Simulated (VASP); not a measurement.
Au, 2 atoms in the cell. The structure is hexagonal, space group P6_3/mmc (No. 194). Conventional cell: a = 2.900 Å, b = 2.900 Å, c = 4.880 Å, α = 90.00°, β = 90.00°, γ = 120.00°. Au (site symmetry -6m2) has 12 Au at 2.90 to 2.96 Å within 3.8 Å. This isn't the form of Au at room conditions, which is fcc.

- Program: VASP 6.6.1
- Task: single point
- Functional: B3LYP
- Potentials or basis: VASP PAW PBE potentials, release 64 (Au)
- Cutoff: 520 eV
- k mesh: 6 × 6 × 3
- Occupations: fermi-dirac, width 0.05 eV
- Spin: no spin polarisation
- Dipole correction: no
- Grid for exact exchange (PRECFOCK): Normal
- Further INCAR settings: ALGO = Normal; EDIFF = 1e-06; NBANDS = 18
- Share of exact exchange: 0.2

Potentials or basis: VASP PAW PBE potentials, release 64 (Au).

The run is started by

```bash
$ cat potpaw_PBE.64/Au/POTCAR > POTCAR
$ cp INCAR.step1 INCAR
$ mpirun -np 1 vasp_std > vasp.out
$ cp INCAR.step2 INCAR
$ mpirun -np 1 vasp_std > vasp.out
```

Hardware: 1 thread of AMD EPYC 7R13 Processor (Zen 3), on a shared host.

Question: How long does it take, and how much memory?

Answer: It took 24 min on 1 thread of AMD EPYC 7R13 Processor (Zen 3) (shared host), peak memory 0.15 GiB. Counts: k points 14.
